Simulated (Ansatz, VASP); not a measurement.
**Al: VASP beside Ansatz**

```
CELL_PARAMETERS angstrom
2.78041 0.00000 0.00000
-1.39020 2.40790 0.00000
0.00000 0.00000 9.88685
ATOMIC_POSITIONS crystal
Al 0.00000 0.00000 0.00000
Al 0.33333 0.66667 0.25000
Al 0.00000 0.00000 0.50000
Al 0.66667 0.33333 0.75000
```

Alike in both runs: task single point; functional PBEsol; dispersion D3(BJ); k mesh 18 × 18 × 6; occupations gaussian, width 0.15 eV; no spin polarisation.

|  | VASP | Ansatz |
| --- | --- | --- |
| version | VASP 6.6.1 | Ansatz 0.2.0 |
| potentials or method | VASP PAW PBE potentials, release 64 (Al), cutoff 520 eV | scalar-relativistic, plane waves, PAW |
| valence electrons in the cell | 12 | 12 |

Ansatz gave:

| Quantity | Value |
| --- | --- |
| gap on the k mesh at the Fermi level (eV) | none |
| pressure (GPa) | -3.9 |
| traceless stress, the component that is largest in VASP (GPa) | -3.62 |

Task: Which values does VASP return?

Result: gap on the k mesh at the Fermi level (eV): none; pressure (GPa): -3.8; traceless stress, the component that is largest in VASP (GPa): -3.65.

VASP's potentials were made for PBE, not for PBEsol, and Ansatz warns of the same on its side. A gap of «none» marks a metal or a gap that the smearing closes.
